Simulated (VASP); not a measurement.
# NaCl (R-3m) in VASP: notebook, part 2 of 2

VASP 6.6.1. Earlier steps stand in the parts before.

**3. Single point, r2SCAN (epitaxial 111 strain -1.0%)**

File POSCAR:

```
NaCl
1.0
    0.0351940362      2.8098658733      2.8098658733
    2.8098658733      0.0351940362      2.8098658733
    2.8098658733      2.8098658733      0.0351940362
Na Cl
1 1
Direct
    0.0000000000      0.0000000000      0.0000000000
    0.5000000000      0.5000000000      0.5000000000
```

File INCAR.step1:

```
SYSTEM = NaCl
  PREC = Accurate
  ENCUT = 520
  ISMEAR = 0
  SIGMA = 0.01
  LREAL = .FALSE.
  LASPH = .TRUE.
  NELM = 60
  NBANDS = 14
  GGA = PE
  ALGO = Normal
  EDIFF = 1E-4
  LWAVE = .TRUE.
  LCHARG = .FALSE.
```

File INCAR.step2:

```
SYSTEM = NaCl
  PREC = Accurate
  ENCUT = 520
  EDIFF = 1E-7
  ISMEAR = 0
  SIGMA = 0.01
  LREAL = .FALSE.
  LASPH = .TRUE.
  NELM = 60
  ALGO = Normal
  ISIF = 2
  LWAVE = .FALSE.
  LCHARG = .FALSE.
  METAGGA = R2SCAN
  LMIXTAU = .TRUE.
  NBANDS = 14
  ISTART = 1
```

File KPOINTS:

```
Automatic mesh
0
G
  8 8 8
  0 0 0
```

Potentials or basis: VASP PAW PBE potentials, release 64 (Na_pv, Cl).

On the command line:

```sh
> cat potpaw_PBE.64/Na_pv/POTCAR potpaw_PBE.64/Cl/POTCAR > POTCAR
> cp INCAR.step1 INCAR
> mpirun -np 1 vasp_std > vasp.out
> cp INCAR.step2 INCAR
> mpirun -np 1 vasp_std > vasp.out
```

OUTCAR:

```text
SYSTEM = NaCl
   PREC = Accurate
   ENCUT = 520
   EDIFF = 1E-7
   ISMEAR = 0
   LREAL = .FALSE.
   LASPH = .TRUE.
   NELM = 60
   ISIF = 2
   METAGGA = R2SCAN
   ISTART = 1

 ion  position               nearest neighbor table
   1  0.000  0.000  0.000-
   2  0.500  0.500  0.500-

  LATTYP: Found a trigonal (rhomboedric) cell.
 ALAT       =     3.9739062737
 COS(alpha) =     0.5124849666

  Lattice vectors:

 A1 = (   0.0351940362,   2.8098658733,   2.8098658733)
 A2 = (   2.8098658733,   0.0351940362,   2.8098658733)
 A3 = (   2.8098658733,   2.8098658733,   0.0351940362)

Analysis of symmetry for initial positions (statically):
=====================================================================
 Subroutine PRICEL returns:
 Original cell was already a primitive cell.

 Routine SETGRP: Setting up the symmetry group for a
 trigonal (rhombohedral) supercell.

 Subroutine GETGRP returns: Found 12 space group operations
 (whereof 12 operations were pure point group operations)
 out of a pool of 12 trial point group operations.

The static configuration has the point symmetry D_3d.

Analysis of symmetry for dynamics (positions and initial velocities):
=====================================================================
 Subroutine PRICEL returns:
 Original cell was already a primitive cell.

 Routine SETGRP: Setting up the symmetry group for a
 trigonal (rhombohedral) supercell.

 Subroutine GETGRP returns: Found 12 space group operations
 (whereof 12 operations were pure point group operations)
 out of a pool of 12 trial point group operations.

The dynamic configuration has the point symmetry D_3d.

 Subroutine INISYM returns: Found 12 space group operations
 (whereof 12 operations are pure point group operations),
 and found     1 'primitive' translations

----------------------------------------------------------------------------------------

                                     Primitive cell

  volume of cell :      43.5362

  direct lattice vectors                    reciprocal lattice vectors
     0.035194036  2.809865873  2.809865873    -0.181322994  0.179079987  0.179079987
     2.809865873  0.035194036  2.809865873     0.179079987 -0.181322994  0.179079987
     2.809865873  2.809865873  0.035194036     0.179079987  0.179079987 -0.181322994

  length of vectors
     3.973906274  3.973906274  3.973906274     0.311476021  0.311476021  0.311476021

  position of ions in fractional coordinates (direct lattice)
     0.000000000  0.000000000  0.000000000
     0.500000000  0.500000000  0.500000000

  ion indices of the primitive-cell ions
   primitive index   ion index
                 1           1
                 2           2

----------------------------------------------------------------------------------------

 KPOINTS: Automatic mesh

Automatic generation of k-mesh.
 Grid dimensions read from file:
 generate k-points for:    8    8    8

 Generating k-lattice:

  Cartesian coordinates                     Fractional coordinates (reciprocal lattice)
    -0.022665374  0.022384998  0.022384998     0.125000000  0.000000000  0.000000000
     0.022384998 -0.022665374  0.022384998     0.000000000  0.125000000  0.000000000
[... 41 lines left out ...]
   number of dos      NEDOS =    301   number of ions     NIONS =      2
   total plane-waves  NPLWV =  27000
   dimension x,y,z NGX =    30 NGY =   30 NGZ =   30
   dimension x,y,z NGXF=    60 NGYF=   60 NGZF=   60
   ions per type =               1   1
   NGX,Y,Z   is equivalent  to a cutoff of  12.55, 12.55, 12.55 a.u.
   NGXF,Y,Z  is equivalent  to a cutoff of  25.10, 25.10, 25.10 a.u.
 SYSTEM =  NaCl
   PREC   = accura    normal or accurate (medium, high low for compatibility)
   ISTART =      1    job   : 0-new  1-cont  2-samecut
   ICHARG =      0    charge: 1-file 2-atom 10-const
   ISPIN  =      1    spin polarized calculation?
   LNONCOLLINEAR =      F non collinear calculations
   LSORBIT =      F    spin-orbit coupling
   LASPH  =      T    aspherical Exc in radial PAW
   ENCUT  =  520.0 eV  38.22 Ry    6.18 a.u.   7.39  7.39  7.39*2*pi/ulx,y,z
   NELM   =     60;   NELMIN=  2; NELMDL=  0     # of ELM steps
   EDIFF  = 0.1E-06   stopping-criterion for ELM
   LREAL  =      F    real-space projection
   EDIFFG = 0.1E-05   stopping-criterion for IOM
   NSW    =      0    number of steps for IOM
   IBRION =     -1    ionic relax: 0-MD 1-quasi-New 2-CG
   NFREE  =      0    steps in history (QN), initial steepest desc. (CG)
   ISIF   =      2    stress and relaxation
   ISYM   =      2    0-nonsym 1-usesym 2-fastsym
   POTIM  = 0.5000    time-step for ionic-motion
   TEBEG  =    0.0;   TEEND  =   0.0 temperature during run
   PSTRESS=    0.0 pullay stress
   NELECT =      14.0000    total number of electrons
   NUPDOWN=      -1.0000    fix difference up-down
   EMIN   =  10.00;   EMAX   =-10.00  energy-range for DOS
   EFERMI =   0.00;   METHOD = LEGACY
   ISMEAR =     0;   SIGMA  =   0.01  broadening in eV -4-tet -1-fermi 0-gaus
   EFERMI_NEDOS =   21; number of points for ismear=-14 and -15
   IALGO  =     38    algorithm
   IMIX   =      4    mixing-type and parameters
     AMIX     =   0.40;   BMIX     =  1.00
     AMIX_MAG =   1.60;   BMIX_MAG =  1.00
  volume/ion in A,a.u.               =      21.77       146.90
  Fermi-wavevector in a.u.,A,eV,Ry     =   1.121590  2.119498 17.115641  1.257964
  Thomas-Fermi vector in A             =   2.258244
   LORBIT       =      0    0 simple, 1 ext, 2 COOP (PROOUT), +10 PAW based schemes
   METAGGA = R2SCAN    functional components
   LHFCALC =     F    Hartree Fock is set to
   AEXX    =    0.0000 exact exchange contribution
   IVDW    =     0    specifies the selected vdW correction
   LEPSILON=     F    determine dielectric tensor
   LRPA    =     F    only Hartree local field effects (RPA)
 non-spin polarized calculation
 Gauss-broadening in eV      SIGMA  =   0.01
  energy-cutoff  :      520.00
  volume of cell :       43.54
 maximum number of plane-waves:      1197
 NGX is ok and might be reduce to    30
   NGX = 15   NGY = 15   NGZ = 15

 number of electron      14.0000004 magnetization

 Free energy of the ion-electron system (eV)
  ---------------------------------------------------
  ext. energy  EPLUGINS =         0.00000000
  ---------------------------------------------------
  free energy    TOTEN  =       -13.78897227 eV

  energy without entropy =      -13.78897227  energy(sigma->0) =      -13.78897227

 E-fermi :  -0.8143     XC(G=0):  -8.7843

 val. band max:       -0.9632650907   @ k =   0.0000   0.0000   0.0000
 cond. band min:       5.0549429810   @ k =   0.0000   0.0000   0.0000
 fundamental gap:      6.0182080717
 Fermi energy:        -0.8142994931

 k-point     1 :       0.0000    0.0000    0.0000
  band No.  band energies     occupation
      1     -22.4569      2.00000
      2     -22.4569      2.00000
      3     -22.4552      2.00000
      4     -14.2812      2.00000
      5      -1.0394      2.00000
      6      -0.9633      2.00000
      7      -0.9633      2.00000
      8       5.0549      0.00000
      9      10.6232      0.00000
     10      10.8894      0.00000
     11      10.8894      0.00000
     12      13.0883      0.00000
     13      13.0883      0.00000
     14      14.7418      0.00000
[... 377 lines left out ...]
      1     -22.4766      2.00000
      2     -22.4602      2.00000
      3     -22.4580      2.00000
      4     -14.0258      2.00000
      5      -2.3465      2.00000
      6      -1.4435      2.00000
      7      -1.1564      2.00000
      8       7.1337      0.00000
      9       9.6110      0.00000
     10      10.7402      0.00000
     11      11.4912      0.00000
     12      12.7752      0.00000
     13      14.4806      0.00000
     14      16.7264      0.00000

 [... further k-points ...]

------------------------ aborting loop because EDIFF is reached ----------------------------------------

  FORCE on cell =-STRESS in cart. coord.  units (eV):
  Direction    XX          YY          ZZ          XY          YZ          ZX
  --------------------------------------------------------------------------------------
  -------------------------------------------------------------------------------------
  Total        0.0505664      0.0505664      0.0505664     -0.0561252     -0.0561252     -0.0561252
  in kB        1.8608968      1.8608968      1.8608968     -2.0654679     -2.0654679     -2.0654679
  external PRESSURE =       1.8608968 kB  Pullay stress =       0.0000000 kB

 VOLUME and BASIS-vectors are now :
 -----------------------------------------------------------------------------
  energy-cutoff  :      520.00
  volume of cell :       43.54
      direct lattice vectors                 reciprocal lattice vectors
     0.035194036  2.809865873  2.809865873    -0.181322994  0.179079987  0.179079987
     2.809865873  0.035194036  2.809865873     0.179079987 -0.181322994  0.179079987
     2.809865873  2.809865873  0.035194036     0.179079987  0.179079987 -0.181322994

 POSITION                                       TOTAL-FORCE (eV/Angst)
 -----------------------------------------------------------------------------------
      0.00000      0.00000      0.00000        -0.000000      0.000000      0.000000
      2.82746      2.82746      2.82746         0.000000     -0.000000     -0.000000
 -----------------------------------------------------------------------------------
    total drift:                               -0.000000      0.000000      0.000000

  FREE ENERGIE OF THE ION-ELECTRON SYSTEM (eV)
  ---------------------------------------------------
  free  energy   TOTEN  =       -13.7889722709 eV

  energy  without entropy=      -13.7889722709  energy(sigma->0) =      -13.78897227
```

It took 74 s on 1 thread of Intel Xeon 6975P-C (Granite Rapids), shared host; peak memory 0.18 GiB.

What came out:

```
Free energy            : -13.7890 eV
Pressure               : 0.2 GPa
Band gap on the k mesh : 6.02 eV, direct
```

Stress tensor (GPa, compression positive):
```
 0.19 -0.21 -0.21
-0.21  0.19 -0.21
-0.21 -0.21  0.19
```

Caveat: the cell differs from its parent crystal (epitaxial 111 strain -1.0%); the PAW data sets were made with another functional, which shifts forces and pressure a little. A k mesh can miss the band edges.

**4. Single point, r2SCAN (epitaxial 111 strain +1.0%)**

File POSCAR:

```
NaCl
1.0
   -0.0322272166      2.7984985970      2.7984985970
    2.7984985970     -0.0322272166      2.7984985970
    2.7984985970      2.7984985970     -0.0322272166
Na Cl
1 1
Direct
    0.0000000000      0.0000000000      0.0000000000
    0.5000000000      0.5000000000      0.5000000000
```

File INCAR.step1:

```
SYSTEM = NaCl
  ALGO = Normal
  EDIFF = 1E-4
  ENCUT = 520
  GGA = PE
  ISMEAR = 0
  LASPH = .True.
  LCHARG = .False.
  LREAL = .False.
  LWAVE = .True.
  NBANDS = 14
  NELM = 100
  PREC = Accurate
  SIGMA = 0.01
```

File INCAR.step2:

```
SYSTEM = NaCl
  ALGO = Normal
  EDIFF = 1E-6
  ENCUT = 520
  ISIF = 2
  ISMEAR = 0
  ISTART = 1
  LASPH = .True.
  LCHARG = .True.
  LELF = .True.
  LMIXTAU = .True.
  LREAL = .False.
  LVHAR = .True.
  LWAVE = .False.
  METAGGA = R2SCAN
  NBANDS = 14
  NELM = 100
  PREC = Accurate
  SIGMA = 0.01
```

File KPOINTS:

```
k-points
0
Gamma
  8 8 8
  0 0 0
```

Potentials or basis: VASP PAW PBE potentials, release 64 (Na_pv, Cl).

On the command line:

```sh
> cat potpaw_PBE.64/Na_pv/POTCAR potpaw_PBE.64/Cl/POTCAR > POTCAR
> cp INCAR.step1 INCAR
> mpirun -np 1 vasp_std > vasp.out
> cp INCAR.step2 INCAR
> mpirun -np 1 vasp_std > vasp.out
```

OUTCAR:

```text
SYSTEM = NaCl
   EDIFF = 1E-6
   ENCUT = 520
   ISIF = 2
   ISMEAR = 0
   ISTART = 1
   LASPH = .True.
   LREAL = .False.
   METAGGA = R2SCAN
   NELM = 100
   PREC = Accurate

 ion  position               nearest neighbor table
   1  0.000  0.000  0.000-
   2  0.500  0.500  0.500-

  LATTYP: Found a trigonal (rhomboedric) cell.
 ALAT       =     3.9578058806
 COS(alpha) =     0.4884517166

  Lattice vectors:

 A1 = (  -0.0322272166,   2.7984985970,   2.7984985970)
 A2 = (   2.7984985970,  -0.0322272166,   2.7984985970)
 A3 = (   2.7984985970,   2.7984985970,  -0.0322272166)

Analysis of symmetry for initial positions (statically):
=====================================================================
 Subroutine PRICEL returns:
 Original cell was already a primitive cell.

 Routine SETGRP: Setting up the symmetry group for a
 trigonal (rhombohedral) supercell.

 Subroutine GETGRP returns: Found 12 space group operations
 (whereof 12 operations were pure point group operations)
 out of a pool of 12 trial point group operations.

The static configuration has the point symmetry D_3d.

Analysis of symmetry for dynamics (positions and initial velocities):
=====================================================================
 Subroutine PRICEL returns:
 Original cell was already a primitive cell.

 Routine SETGRP: Setting up the symmetry group for a
 trigonal (rhombohedral) supercell.

 Subroutine GETGRP returns: Found 12 space group operations
 (whereof 12 operations were pure point group operations)
 out of a pool of 12 trial point group operations.

The dynamic configuration has the point symmetry D_3d.

 Subroutine INISYM returns: Found 12 space group operations
 (whereof 12 operations are pure point group operations),
 and found     1 'primitive' translations

----------------------------------------------------------------------------------------

[... 121 lines left out ...]
   LEPSILON=     F    determine dielectric tensor
   LRPA    =     F    only Hartree local field effects (RPA)
 non-spin polarized calculation
 Gauss-broadening in eV      SIGMA  =   0.01
  energy-cutoff  :      520.00
  volume of cell :       44.59
 maximum number of plane-waves:      1241
 NGX is ok and might be reduce to    30
   NGX = 15   NGY = 15   NGZ = 15

 number of electron      13.9999997 magnetization

 Free energy of the ion-electron system (eV)
  ---------------------------------------------------
  ext. energy  EPLUGINS =         0.00000000
  ---------------------------------------------------
  free energy    TOTEN  =       -13.78809058 eV

  energy without entropy =      -13.78809058  energy(sigma->0) =      -13.78809058

 E-fermi :  -1.0044     XC(G=0):  -8.6715

 val. band max:       -1.0869835231   @ k =   0.0000   0.0000   0.0000
 cond. band min:       4.8132705408   @ k =   0.0000   0.0000   0.0000
 fundamental gap:      5.9002540639
 Fermi energy:        -1.0044070980

 k-point     1 :       0.0000    0.0000    0.0000
  band No.  band energies     occupation
      1     -22.6412      2.00000
      2     -22.6389      2.00000
      3     -22.6389      2.00000
      4     -14.3657      2.00000
      5      -1.1514      2.00000
      6      -1.1514      2.00000
      7      -1.0870      2.00000
      8       4.8133      0.00000
      9      10.5551      0.00000
     10      10.5551      0.00000
     11      10.8026      0.00000
     12      12.8943      0.00000
     13      12.8943      0.00000
     14      14.4949      0.00000
[... 377 lines left out ...]
      1     -22.6581      2.00000
      2     -22.6444      2.00000
      3     -22.6396      2.00000
      4     -14.1260      2.00000
      5      -2.4642      2.00000
      6      -1.5054      2.00000
      7      -1.3224      2.00000
      8       6.9080      0.00000
      9       9.3258      0.00000
     10      10.6336      0.00000
     11      11.2048      0.00000
     12      12.3602      0.00000
     13      14.4232      0.00000
     14      16.4998      0.00000

 [... further k-points ...]

------------------------ aborting loop because EDIFF is reached ----------------------------------------

  FORCE on cell =-STRESS in cart. coord.  units (eV):
  Direction    XX          YY          ZZ          XY          YZ          ZX
  --------------------------------------------------------------------------------------
  -------------------------------------------------------------------------------------
  Total       -0.1414328     -0.1414328     -0.1414328      0.0493585      0.0493585      0.0493585
  in kB       -5.0818022     -5.0818022     -5.0818022      1.7734929      1.7734929      1.7734929
  external PRESSURE =      -5.0818022 kB  Pullay stress =       0.0000000 kB

 VOLUME and BASIS-vectors are now :
 -----------------------------------------------------------------------------
  energy-cutoff  :      520.00
  volume of cell :       44.59
      direct lattice vectors                 reciprocal lattice vectors
    -0.032227217  2.798498597  2.798498597    -0.175610210  0.177656078  0.177656078
     2.798498597 -0.032227217  2.798498597     0.177656078 -0.175610210  0.177656078
     2.798498597  2.798498597 -0.032227217     0.177656078  0.177656078 -0.175610210

 POSITION                                       TOTAL-FORCE (eV/Angst)
 -----------------------------------------------------------------------------------
      0.00000      0.00000      0.00000        -0.000000      0.000000      0.000000
      2.78238      2.78238      2.78238         0.000000      0.000000     -0.000000
 -----------------------------------------------------------------------------------
    total drift:                               -0.000000      0.000000      0.000000

  FREE ENERGIE OF THE ION-ELECTRON SYSTEM (eV)
  ---------------------------------------------------
  free  energy   TOTEN  =       -13.7880905775 eV

  energy  without entropy=      -13.7880905775  energy(sigma->0) =      -13.78809058
```

OUTCAR.step1:

```text
SYSTEM = NaCl
   EDIFF = 1E-4
   ENCUT = 520
   GGA = PE
   ISMEAR = 0
   LASPH = .True.
   LREAL = .False.
[... 630 lines left out ...]
      0.00000      0.00000      0.00000        -0.000000     -0.000000     -0.000000
      2.78238      2.78238      2.78238         0.000000      0.000000      0.000000
 -----------------------------------------------------------------------------------
    total drift:                               -0.000000      0.000000      0.000000

  FREE ENERGIE OF THE ION-ELECTRON SYSTEM (eV)
  ---------------------------------------------------
  free  energy   TOTEN  =        -6.7726310056 eV

  energy  without entropy=       -6.7726310056  energy(sigma->0) =       -6.77263101
```

OSZICAR.step1:

```text
N       E                     dE             d eps       ncg     rms          rms(c)
DAV:   1     0.984320408296E+02    0.98432E+02   -0.70819E+03  1820   0.998E+02
DAV:   2     0.136150379712E+01   -0.97071E+02   -0.89146E+02  2008   0.265E+02
DAV:   3    -0.683732891602E+01   -0.81988E+01   -0.81482E+01  2300   0.720E+01
DAV:   4    -0.696696073636E+01   -0.12963E+00   -0.12957E+00  2234   0.979E+00
DAV:   5    -0.696974814737E+01   -0.27874E-02   -0.27873E-02  2340   0.147E+00    0.215E+00
DAV:   6    -0.677850591334E+01    0.19124E+00   -0.31755E-01  2308   0.328E+00    0.161E+00
DAV:   7    -0.676698147587E+01    0.11524E-01   -0.81510E-02  2448   0.164E+00    0.110E+00
DAV:   8    -0.677264506946E+01   -0.56636E-02   -0.99191E-03  2054   0.856E-01    0.300E-01
DAV:   9    -0.677252474359E+01    0.12033E-03   -0.21801E-04  2324   0.114E-01    0.163E-01
DAV:  10    -0.677264173458E+01   -0.11699E-03   -0.32026E-04  2042   0.140E-01    0.671E-02
DAV:  11    -0.677263100561E+01    0.10729E-04   -0.18033E-05  1234   0.408E-02
   1 F= -.67726310E+01 E0= -.67726310E+01  d E =-.293077E-23
```

It took 66 s on 1 thread of Intel Xeon 6975P-C (Granite Rapids), shared host; peak memory 0.18 GiB.

What came out:

```
Free energy            : -13.7881 eV
Pressure               : -0.5 GPa
Band gap on the k mesh : 5.90 eV, direct
```

Stress tensor (GPa, compression positive):
```
-0.51  0.18  0.18
 0.18 -0.51  0.18
 0.18  0.18 -0.51
```

Caveat: the cell differs from its parent crystal (epitaxial 111 strain +1.0%); the PAW data sets were made with another functional, which shifts forces and pressure a little. A k mesh can miss the band edges.

**5. Overview**

| cell | gap on the mesh (eV) | pressure (GPa) |
| --- | --- | --- |
| a = 3.982 Å, angles 58.4°, 2 atoms | 6.04 | 0.5 |
| a = 3.974 Å, angles 59.2°, 2 atoms | 6.02 | 0.2 |
| a = 3.958 Å, angles 60.8°, 2 atoms | 5.90 | -0.5 |

Alike in all rows: task single point; level r2SCAN; potentials or basis VASP PAW PBE potentials, release 64 (Na_pv, Cl); no spin polarisation; k mesh 8 × 8 × 8; cutoff (eV) 520; smearing gaussian 0.01 eV.

Caveats: the PAW data sets were made with another functional, which shifts forces and pressure a little.

Total energies depend on the potentials used, so only differences within one code and one set of settings carry meaning.
